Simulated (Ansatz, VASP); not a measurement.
## Te: VASP beside Ansatz

File INCAR:

```
PREC = Accurate ; ENCUT = 520
EDIFF = 1E-6 ; ISMEAR = -1
SIGMA = 0.1 ; LREAL = False
LASPH = True ; NELM = 100
ALGO = Normal ; ISIF = 2
LWAVE = False ; LCHARG = False
GGA = RE ; NBANDS = 20
```

Contents of KPOINTS:

```
Automatic mesh
0
Gamma
  10 10 5
```

The input POSCAR:

```
Te
1.0
    4.2369918646      0.0000000000      0.0000000000
   -2.1184959323      3.6693425904      0.0000000000
    0.0000000000      0.0000000000      8.1984772711
Te
4
Direct
    0.0000000000      1.0000000000      0.0000000000
    0.0000000000      1.0000000000      0.5000000000
    0.3333333333      0.6666666667      0.2500000000
    0.6666666667      0.3333333333      0.7500000000
```

Input for Ansatz:

```yaml
crystal:
  lattice:
    - [4.2369918646, 0.0, 0.0]
    - [-2.1184959323, 3.6693425904, 0.0]
    - [0.0, 0.0, 8.1984772711]
  atoms:
    - { symbol: Te, position: [0.0, 1.0, 0.0] }
    - { symbol: Te, position: [0.0, 1.0, 0.5] }
    - { symbol: Te, position: [0.3333333333, 0.6666666667, 0.25] }
    - { symbol: Te, position: [0.6666666667, 0.3333333333, 0.75] }
hamiltonian:
  xc: revpbe
  pseudopotentials:
    kind: paw
    azcp:
      Te: "pseudopotentials/Te.paw.azcp"
basis:
  ecutwfc: 420
  fft_grid_basis: typed
kpoints:
  mp_grid: { grid: [10, 10, 5], shift: [0, 0, 0] }
magnetization:
  spin_polarized: false
scf:
  occupations: { method: fermi_dirac, width: 0.1 }
  lower_state_search: "off"
output:
  stress: true
```

Alike in both runs: task single point; functional revPBE; k mesh 10 × 10 × 5; occupations fermi-dirac, width 0.1 eV; no spin polarisation.

```csv
,VASP,Ansatz
version,VASP 6.6.1,Ansatz 0.2.0
potentials or method,"VASP PAW PBE potentials, release 64 (Te), cutoff 520 eV","plane waves (420 eV) with PAW, scalar-relativistic"
valence electrons in the cell,24,64
```

|  | VASP | Ansatz | Ansatz less VASP |
| --- | --- | --- | --- |
| pressure (GPa) | 2.0 | 2.1 | +0.07 |
| traceless stress, the component that is largest in VASP (GPa) | 0.78 | 0.79 | +0.008 |

VASP's potentials were made for PBE, not for revPBE. With one functional, cell and mesh, what is left measures potentials, basis and numerics. VASP's potentials hold 24 valence electrons a cell and Ansatz's 64, so a difference there can come from the potentials and not from the codes.

Neither program's run includes spin-orbit coupling.
